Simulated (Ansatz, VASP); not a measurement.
# Two plane-wave programs on NbCd3

File INCAR:

```
  ALGO = Normal
  EDIFF = 1E-6
  ENCUT = 500
  GGA = PS
  GGA_COMPAT = F
  ISIF = 2
  ISMEAR = 1
  LASPH = T
  LCHARG = T
  LELF = T
  LREAL = F
  LVHAR = T
  LWAVE = F
  NBANDS = 32
  NELM = 120
  PREC = Accurate
  SIGMA = 0.1
```

The input KPOINTS:

```
k-points
0
Gamma
  3 3 3
```

The input POSCAR:

```
NbCd3
1.0
    4.2150000000      0.0000000000      0.0000000000
    0.0000000000      4.2150000000      0.0000000000
    0.0000000000      0.0000000000      4.2150000000
Nb Cd
1 3
Direct
    0.0000000000      0.0000000000      0.0000000000
    0.0000000000      0.5000000000      0.5000000000
    0.5000000000      0.0000000000      0.5000000000
    0.5000000000      0.5000000000      0.0000000000
```

Input for Ansatz:

```yaml
crystal:
  lattice:
    - [4.215, 0.0, 0.0]
    - [0.0, 4.215, 0.0]
    - [0.0, 0.0, 4.215]
  atoms:
    - { symbol: Nb, position: [0.0, 0.0, 0.0] }
    - { symbol: Cd, position: [0.0, 0.5, 0.5] }
    - { symbol: Cd, position: [0.5, 0.0, 0.5] }
    - { symbol: Cd, position: [0.5, 0.5, 0.0] }
kpoints:
  mp_grid:
    grid: [3, 3, 3]
hamiltonian:
  xc: pbesol
  pseudopotentials:
    kind: paw
scf:
  max_iter: 200
  occupations:
    method: methfessel_paxton
output:
  forces: true
  stress: true
  eigenvalues: true
```

Alike in both runs: task single point; functional PBEsol; k mesh 3 × 3 × 3; no spin polarisation.

|  | VASP | Ansatz |
| --- | --- | --- |
| version | VASP 6.6.1 | Ansatz 0.2.0 |
| potentials or method | VASP PAW PBE potentials, release 64 (Nb_sv, Cd) | plane waves, PAW |
| plane-wave cutoff (eV) | 500 | 420 |
| occupations | methfessel-paxton of order 1, width 0.1 eV | methfessel-paxton of order 1 |
| valence electrons in the cell | 49 | 73 |

```csv
,VASP,Ansatz,Ansatz less VASP
gap on the k mesh at the Fermi level (eV),none,none,-
pressure (GPa),2.0,1.5,-0.55
```

VASP's potentials were made for PBE, not for PBEsol. A gap of «none» marks a metal or a gap that the smearing closes. VASP's potentials hold 49 valence electrons a cell and Ansatz's 73, so a difference there can come from the potentials and not from the codes.

The k mesh is coarse, so the values compare programs but aren't converged.
